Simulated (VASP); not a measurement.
# SiC (P6_3mc) in VASP: further runs

The runs below take SiC through single point, with PBE.

All numbers are computed with VASP 6.6.1; they aren't measurements. Logs are shortened: lines on timing, memory, paths and dates and some standing lists are left out, and cuts for length are marked.

## (1) The cell of the first run

It takes space group P6_3mc (No. 186, hexagonal). The conventional cell has a = 3.092 Å, b = 3.092 Å, c = 5.176 Å, α = 90.00°, β = 90.00°, γ = 120.00°. Si (site symmetry 3m) has 4 C at 1.90 to 1.94 Å within 2.5 Å. C (site symmetry 3m) has 4 Si at 1.90 to 1.94 Å within 2.5 Å.

## (2) Single point, PBE (strain along c alone, the other axes held: +2.0 %, then relaxed in part)

INCAR

```
SYSTEM = SiC
PREC = Accurate
ENCUT = 520
EDIFF = 1E-7
ISMEAR = 0
SIGMA = 0.02
LREAL = .False.
LASPH = .True.
NELM = 80
ALGO = Normal
ISIF = 2
LWAVE = .False.
LCHARG = .False.
GGA = PE
NBANDS = 16
```

KPOINTS

```
Automatic mesh
0
Gamma
  12 12 6
  0 0 0
```

POSCAR

```
SiC
1.0
    3.0919365178      0.0000000000      0.0000000000
   -1.5459682589      2.6776955713      0.0000000000
    0.0000000000      0.0000000000      5.1757781348
Si C
2 2
Direct
    0.3333333333      0.6666666667      0.5003980836
    0.6666666667      0.3333333333      1.0003980836
    0.3333333333      0.6666666667      0.8746019164
    0.6666666667      0.3333333333      0.3746019164
```

Potentials or basis: VASP PAW PBE potentials, release 64 (Si, C).

Started as:

```sh
$ cat potpaw_PBE.64/Si/POTCAR potpaw_PBE.64/C/POTCAR > POTCAR
$ mpirun -np 1 vasp_std > vasp.out
```

OUTCAR:

```text
SYSTEM = SiC
   PREC = Accurate
   ENCUT = 520
   EDIFF = 1E-7
   ISMEAR = 0
   LREAL = .False.
   LASPH = .True.
   NELM = 80
   ISIF = 2
   GGA = PE

 ion  position               nearest neighbor table
   1  0.333  0.667  0.500-   4 1.90   4 1.90   4 1.90   3 1.94   2 3.14   2 3.14   2 3.14   2 3.14
                             2 3.14   2 3.14
   2  0.667  0.333  0.000-   3 1.90   3 1.90   3 1.90   4 1.94   1 3.14   1 3.14   1 3.14   1 3.14
                             1 3.14   1 3.14
   3  0.333  0.667  0.875-   2 1.90   2 1.90   2 1.90   1 1.94
   4  0.667  0.333  0.375-   1 1.90   1 1.90   1 1.90   2 1.94

  LATTYP: Found a hexagonal cell.
 ALAT       =     3.0919365178
 C/A-ratio  =     1.6739600263

  Lattice vectors:

 A1 = (   3.0919365178,   0.0000000000,   0.0000000000)
 A2 = (  -1.5459682589,   2.6776955713,   0.0000000000)
 A3 = (   0.0000000000,   0.0000000000,   5.1757781348)

Analysis of symmetry for initial positions (statically):
=====================================================================
 Subroutine PRICEL returns:
 Original cell was already a primitive cell.

 Routine SETGRP: Setting up the symmetry group for a
 hexagonal supercell.

 Subroutine GETGRP returns: Found 12 space group operations
 (whereof  6 operations were pure point group operations)
 out of a pool of 24 trial point group operations.

The static configuration has the point symmetry C_3v.
 The point group associated with its full space group is C_6v.

Analysis of symmetry for dynamics (positions and initial velocities):
=====================================================================
 Subroutine PRICEL returns:
 Original cell was already a primitive cell.

 Routine SETGRP: Setting up the symmetry group for a
 hexagonal supercell.

 Subroutine GETGRP returns: Found 12 space group operations
 (whereof  6 operations were pure point group operations)
 out of a pool of 24 trial point group operations.

The dynamic configuration has the point symmetry C_3v.
 The point group associated with its full space group is C_6v.

 Subroutine INISYM returns: Found 12 space group operations
 (whereof  6 operations are pure point group operations),
 and found     1 'primitive' translations

----------------------------------------------------------------------------------------

                                     Primitive cell

  volume of cell :      42.8516

  direct lattice vectors                    reciprocal lattice vectors
     3.091936518  0.000000000  0.000000000     0.323421905  0.186727724  0.000000000
    -1.545968259  2.677695571  0.000000000     0.000000000  0.373455448  0.000000000
     0.000000000  0.000000000  5.175778135     0.000000000  0.000000000  0.193207663

  length of vectors
     3.091936518  3.091936518  5.175778135     0.373455448  0.373455448  0.193207663

  position of ions in fractional coordinates (direct lattice)
     0.333333333  0.666666667  0.500398084
     0.666666667  0.333333333  0.000398084
     0.333333333  0.666666667  0.874601916
     0.666666667  0.333333333  0.374601916

  ion indices of the primitive-cell ions
   primitive index   ion index
                 1           1
                 2           2
                 3           3
                 4           4

----------------------------------------------------------------------------------------

 KPOINTS: Automatic mesh

Automatic generation of k-mesh.
 Grid dimensions read from file:
 generate k-points for:   12   12    6

 Generating k-lattice:

  Cartesian coordinates                     Fractional coordinates (reciprocal lattice)
     0.026951825  0.015560644  0.000000000     0.083333333  0.000000000  0.000000000
     0.000000000  0.031121287  0.000000000     0.000000000  0.083333333  0.000000000
     0.000000000  0.000000000  0.032201277     0.000000000  0.000000000  0.166666667

  Length of vectors
     0.031121287  0.031121287  0.032201277

  Shift w.r.t. Gamma in fractional coordinates (k-lattice)
     0.000000000  0.000000000  0.000000000

 Subroutine IBZKPT returns following result:
 ===========================================

 Found     76 irreducible k-points:

 Following reciprocal coordinates:
            Coordinates               Weight
  0.000000  0.000000  0.000000      1.000000
  0.083333 -0.000000  0.000000      6.000000
  0.166667  0.000000  0.000000      6.000000
  0.250000 -0.000000  0.000000      6.000000
  0.333333  0.000000  0.000000      6.000000
  0.416667 -0.000000  0.000000      6.000000
[... 16 lines left out ...]
  0.250000 -0.000000  0.166667     12.000000
  0.333333  0.000000  0.166667     12.000000
 [... further k-points ...]
   k-points           NKPTS =     76   k-points in BZ     NKDIM =     76   number of bands    NBANDS=     16
   number of dos      NEDOS =    301   number of ions     NIONS =      4
   total plane-waves  NPLWV =  23040
   dimension x,y,z NGX =    24 NGY =   24 NGZ =   40
   dimension x,y,z NGXF=    48 NGYF=   48 NGZF=   80
   ions per type =               2   2
   NGX,Y,Z   is equivalent  to a cutoff of  12.90, 12.90, 12.85 a.u.
   NGXF,Y,Z  is equivalent  to a cutoff of  25.81, 25.81, 25.70 a.u.
 SYSTEM =  SiC
   PREC   = accura    normal or accurate (medium, high low for compatibility)
   ISTART =      0    job   : 0-new  1-cont  2-samecut
   ICHARG =      2    charge: 1-file 2-atom 10-const
   ISPIN  =      1    spin polarized calculation?
   LNONCOLLINEAR =      F non collinear calculations
   LSORBIT =      F    spin-orbit coupling
   LASPH  =      T    aspherical Exc in radial PAW
   ENCUT  =  520.0 eV  38.22 Ry    6.18 a.u.   5.75  5.75  9.62*2*pi/ulx,y,z
   NELM   =     80;   NELMIN=  2; NELMDL= -5     # of ELM steps
   EDIFF  = 0.1E-06   stopping-criterion for ELM
   LREAL  =      F    real-space projection
   EDIFFG = 0.1E-05   stopping-criterion for IOM
   NSW    =      0    number of steps for IOM
   IBRION =     -1    ionic relax: 0-MD 1-quasi-New 2-CG
   NFREE  =      0    steps in history (QN), initial steepest desc. (CG)
   ISIF   =      2    stress and relaxation
   ISYM   =      2    0-nonsym 1-usesym 2-fastsym
   POTIM  = 0.5000    time-step for ionic-motion
   TEBEG  =    0.0;   TEEND  =   0.0 temperature during run
   PSTRESS=    0.0 pullay stress
   NELECT =      16.0000    total number of electrons
   NUPDOWN=      -1.0000    fix difference up-down
   EMIN   =  10.00;   EMAX   =-10.00  energy-range for DOS
   EFERMI =   0.00;   METHOD = LEGACY
   ISMEAR =     0;   SIGMA  =   0.02  broadening in eV -4-tet -1-fermi 0-gaus
   EFERMI_NEDOS =   21; number of points for ismear=-14 and -15
   IALGO  =     38    algorithm
   IMIX   =      4    mixing-type and parameters
     AMIX     =   0.40;   BMIX     =  1.00
     AMIX_MAG =   1.60;   BMIX_MAG =  1.00
  volume/ion in A,a.u.               =      10.71        72.29
  Fermi-wavevector in a.u.,A,eV,Ry     =   1.178851  2.227706 18.907885  1.389690
  Thomas-Fermi vector in A             =   2.315173
   LORBIT       =      0    0 simple, 1 ext, 2 COOP (PROOUT), +10 PAW based schemes
   GGA     = PE    functional components
   LHFCALC =     F    Hartree Fock is set to
   AEXX    =    0.0000 exact exchange contribution
   IVDW    =     0    specifies the selected vdW correction
   LEPSILON=     F    determine dielectric tensor
   LRPA    =     F    only Hartree local field effects (RPA)
 non-spin polarized calculation
 Gauss-broadening in eV      SIGMA  =   0.02
  energy-cutoff  :      520.00
  volume of cell :       42.85
 maximum number of plane-waves:      1172
 NGX is ok and might be reduce to    24
   NGX = 11   NGY = 11   NGZ = 19

 number of electron      15.9999999 magnetization

 Free energy of the ion-electron system (eV)
  ---------------------------------------------------
  ext. energy  EPLUGINS =         0.00000000
  ---------------------------------------------------
  free energy    TOTEN  =       -30.08322032 eV

  energy without entropy =      -30.08322032  energy(sigma->0) =      -30.08322032

 E-fermi :   8.0583     XC(G=0): -11.1988

 val. band max:        7.9088440040   @ k =   0.0000   0.0000   0.0000
 cond. band min:      10.1136461395   @ k =   0.3333   0.3333   0.0000
 fundamental gap:      2.2048021354
 Fermi energy:         8.0583482364

 k-point     1 :       0.0000    0.0000    0.0000
  band No.  band energies     occupation
      1      -7.4262      2.00000
      2      -4.1340      2.00000
      3      -0.6875      2.00000
      4       6.6976      2.00000
      5       6.6976      2.00000
      6       7.6308      2.00000
[... 8 lines left out ...]
     15      16.6339      0.00000
     16      18.8226      0.00000

 k-point     2 :       0.0833   -0.0000    0.0000
  band No.  band energies     occupation
      1      -7.3072      2.00000
      2      -4.0308      2.00000
      3      -0.5787      2.00000
      4       6.0190      2.00000
      5       6.4913      2.00000
      6       7.4354      2.00000
[... 8 lines left out ...]
     15      16.9353      0.00000
     16      18.1952      0.00000

 k-point     3 :       0.1667    0.0000    0.0000
  band No.  band energies     occupation
      1      -6.9533      2.00000
      2      -3.7295      2.00000
      3      -0.2622      2.00000
      4       4.5455      2.00000
      5       6.0234      2.00000
      6       6.2985      2.00000
[... 8 lines left out ...]
     15      17.3016      0.00000
     16      17.6350      0.00000

 k-point     4 :       0.2500   -0.0000    0.0000
  band No.  band energies     occupation
      1      -6.3758      2.00000
      2      -3.2643      2.00000
      3       0.2115      2.00000
      4       2.9430      2.00000
      5       4.8988      2.00000
      6       5.5139      2.00000
[... 8 lines left out ...]
     15      17.7287      0.00000
     16      18.5901      0.00000

 k-point     5 :       0.3333    0.0000    0.0000
  band No.  band energies     occupation
      1      -5.6033      2.00000
      2      -2.7451      2.00000
      3       0.5181      2.00000
      4       1.8466      2.00000
      5       3.4834      2.00000
      6       5.0919      2.00000
[... 8 lines left out ...]
     15      18.5137      0.00000
     16      19.5465      0.00000

 k-point     6 :       0.4167   -0.0000    0.0000
  band No.  band energies     occupation
      1      -4.7217      2.00000
      2      -2.5289      2.00000
      3       0.1332      2.00000
      4       2.0336      2.00000
      5       2.3353      2.00000
      6       4.8200      2.00000
[... 8 lines left out ...]
     15      18.2977      0.00000
     16      19.9938      0.00000
[... 267 lines left out ...]
 k-point    21 :       0.0833   -0.0000    0.1667
  band No.  band energies     occupation
      1      -7.1797      2.00000
      2      -4.5068      2.00000
      3       0.1071      2.00000
      4       6.1020      2.00000
      5       6.5666      2.00000
      6       6.7425      2.00000
[... 8 lines left out ...]
     15      16.6731      0.00000
     16      18.4581      0.00000

 k-point    22 :       0.1667    0.0000    0.1667
  band No.  band energies     occupation
      1      -6.8268      2.00000
      2      -4.1913      2.00000
      3       0.3922      2.00000
      4       4.6570      2.00000
      5       5.9155      2.00000
      6       6.1074      2.00000
[... 8 lines left out ...]
     15      17.4625      0.00000
     16      17.9112      0.00000

 k-point    23 :       0.2500   -0.0000    0.1667
  band No.  band energies     occupation
      1      -6.2515      2.00000
      2      -3.6951      2.00000
      3       0.7663      2.00000
      4       3.1246      2.00000
      5       4.5404      2.00000
      6       5.6045      2.00000
[... 8 lines left out ...]
     15      18.3311      0.00000
     16      18.4946      0.00000

 k-point    24 :       0.3333    0.0000    0.1667
  band No.  band energies     occupation
      1      -5.4829      2.00000
      2      -3.1027      2.00000
      3       0.6670      2.00000
      4       2.3376      2.00000
      5       3.1181      2.00000
      6       5.1864      2.00000
[... 8 lines left out ...]
     15      18.7372      0.00000
     16      19.7066      0.00000

 [... further k-points ...]
[... 5 lines left out ...]
  --------------------------------------------------------------------------------------
  -------------------------------------------------------------------------------------
  Total       -0.2403436     -0.2403436     -2.7315100      0.0000000      0.0000000      0.0000000
  in kB       -8.9861933     -8.9861933   -102.1282640      0.0000000      0.0000000      0.0000000
  external PRESSURE =     -40.0335502 kB  Pullay stress =       0.0000000 kB

 VOLUME and BASIS-vectors are now :
 -----------------------------------------------------------------------------
  energy-cutoff  :      520.00
  volume of cell :       42.85
      direct lattice vectors                 reciprocal lattice vectors
     3.091936518  0.000000000  0.000000000     0.323421905  0.186727724  0.000000000
    -1.545968259  2.677695571  0.000000000     0.000000000  0.373455448  0.000000000
     0.000000000  0.000000000  5.175778135     0.000000000  0.000000000  0.193207663

 POSITION                                       TOTAL-FORCE (eV/Angst)
 -----------------------------------------------------------------------------------
     -0.00000      1.78513      2.58995        -0.000000      0.000000     -0.001096
      1.54597      0.89257      0.00206         0.000000     -0.000000     -0.001096
     -0.00000      1.78513      4.52675         0.000000      0.000000      0.001096
      1.54597      0.89257      1.93886        -0.000000      0.000000      0.001096
 -----------------------------------------------------------------------------------
    total drift:                               -0.000000     -0.000000      0.000193

  FREE ENERGIE OF THE ION-ELECTRON SYSTEM (eV)
  ---------------------------------------------------
  free  energy   TOTEN  =       -30.0832203241 eV

  energy  without entropy=      -30.0832203241  energy(sigma->0) =      -30.08322032
```

It took 1.9 min on 1 thread of AMD EPYC 7R13, shared host; peak memory 0.15 GiB.

What came out:

```yaml
Free_energy: -30.0832 eV
Pressure: -4.0 GPa
Band_gap_on_the_k_mesh: 2.20 eV, indirect (least direct gap 4.06 eV)
```

Caveat: the cell differs from its parent crystal (strain along c alone, the other axes held: +2.0 %, then relaxed in part). A k mesh can miss the band edges.

## (3) Single point, PBE

INCAR

```
PREC = Accurate
ENCUT = 520
EDIFF = 1E-6
ISMEAR = 0
SIGMA = 0.02
LREAL = F
LASPH = T
NELM = 60
ALGO = Normal
ISIF = 2
LWAVE = F
LCHARG = F
GGA = PE
NBANDS = 16
```

KPOINTS

```
regular mesh
0
Gamma
  12 12 6
```

POSCAR is that of step 2.

Potentials or basis: VASP PAW PBE potentials, release 64 (Si, C).

Started as:

```sh
$ cat potpaw_PBE.64/Si/POTCAR potpaw_PBE.64/C/POTCAR > POTCAR
$ mpirun -np 1 vasp_std > vasp.out
```

It took 95 s on 1 thread of AMD EPYC 7R13, shared host; peak memory 0.15 GiB.

It converged, with:

* Free energy: -30.0832 eV
* Pressure: -4.0 GPa
* Band gap on the k mesh: 2.20 eV, indirect (least direct gap 4.06 eV)

Stress tensor (GPa, compression positive):
```
 -0.90   0.00   0.00
  0.00  -0.90   0.00
  0.00   0.00 -10.21
```

Levels at points of the mesh, in eV from the valence-band top:
```csv
k point,band 5,band 6,band 7,band 8,band 9,band 10,band 11,band 12
"(0.00, 0.00, 0.00)",-1.21,-0.28,0.00,0.00,4.78,5.47,6.57,6.57
"(0.50, 0.00, 0.00)",-5.34,-3.24,-3.18,-1.23,2.82,4.01,6.56,6.99
"(0.00, 0.00, 0.50)",-0.65,-0.65,-0.65,-0.65,5.78,5.78,7.26,7.26
"(0.50, 0.00, 0.50)",-2.44,-2.44,-2.37,-2.37,3.10,3.10,5.02,5.02
```
